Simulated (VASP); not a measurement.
# Pt: single point with PBE

Crystal: Pt.

```xyz
1
Lattice="2.5093 0.0000 0.0000 -1.2546 2.1731 0.0000 0.0000 0.0000 2.4513" Properties=species:S:1:pos:R:3 pbc="T T T"
Pt    0.0000    0.0000    0.0000
```

This isn't the form of Pt at room conditions, which is fcc.

```
Program                : VASP 6.6.1
Task                   : single point
Functional             : PBE
Potentials or basis    : VASP PAW PBE potentials, release 64 (Pt)
Cutoff                 : 520 eV
k mesh                 : 17 × 17 × 16
Occupations            : fermi-dirac, width 0.05 eV
Spin                   : no spin polarisation
Dipole correction      : no
Further INCAR settings : ALGO = Normal; EDIFF = 1e-06; NBANDS = 11
```

| Item | Value |
| --- | --- |
| Pressure | 91.2 GPa |
| Band gap on the k mesh | zero (bands 5 and 6 overlap by 4.57 eV) |

Stress tensor (GPa, compression positive):
```
91.27  0.00  0.00
 0.00 91.27  0.00
 0.00  0.00 91.13
```

Levels at points of the mesh, in eV from the Fermi level:
```csv
k point,band 3,band 4,band 5,band 6,band 7,band 8
"(0.00, 0.00, 0.00)",-4.67,-4.67,0.58,0.58,14.86,15.25
"(0.00, 0.00, 0.50)",-4.08,-2.20,-2.18,-2.18,5.75,17.79
```

Wall time 41 s on 1 thread of Intel Xeon 8259CL, on a shared host, peak memory 0.16 GiB.

Caveat: the cell stands under pressure; spin-orbit coupling is left out, which moves the levels of the heavy elements.
